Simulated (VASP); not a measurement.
Here is a VASP 6.6.1 calculation.

File POSCAR:

```
Ir
1.0
    0.0000000000      1.7589449499      2.2866284348
    1.7589449499      0.0000000000      2.2866284348
    1.7589449499      1.7589449499      0.0000000000
Ir
1
Direct
    0.0000000000      0.0000000000      0.0000000000
```

The input INCAR.step1:

```
SYSTEM = Ir
ALGO = Normal
EDIFF = 1E-5
ENCUT = 620
GGA = PE
GGA_COMPAT = .False.
ISMEAR = 0
LASPH = .True.
LCHARG = .False.
LREAL = .False.
LWAVE = .True.
NBANDS = 14
NELM = 120
PREC = Accurate
SIGMA = 0.15
```

The input INCAR.step2:

```
SYSTEM = Ir
ALGO = Normal
EDIFF = 1E-6
ENCUT = 620
GGA_COMPAT = .False.
ISIF = 2
ISMEAR = 0
ISTART = 1
LASPH = .True.
LCHARG = .False.
LMIXTAU = .True.
LREAL = .False.
LWAVE = .False.
METAGGA = R2SCAN
NBANDS = 14
NELM = 120
PREC = Accurate
SIGMA = 0.15
```

The input KPOINTS:

```
k-points
0
Gamma
  24 24 24
  0 0 0
```

Potentials or basis: VASP PAW PBE potentials, release 64 (Ir_sv_GW).

Launch:

```console
$ cat potpaw_PBE.64/Ir_sv_GW/POTCAR > POTCAR
$ cp INCAR.step1 INCAR
$ mpirun -np 1 vasp_std > vasp.out
$ cp INCAR.step2 INCAR
$ mpirun -np 1 vasp_std > vasp.out
```

Problem. Estimate the pressure.

Solution. 19.6 GPa.

Problem. What does it give for the band gap on the k mesh?

Solution. Zero (an odd number of electrons rules out a gap without spin polarisation).

Stress tensor (GPa, compression positive):
```
 46.93   0.00   0.00
  0.00  46.93   0.00
  0.00   0.00 -34.95
```

Caveat: the stress differs along the axes, from -35 to 47 GPa; the PAW data sets were made with another functional, which shifts forces and pressure a little; spin-orbit coupling is left out, which moves the levels of the heavy elements.
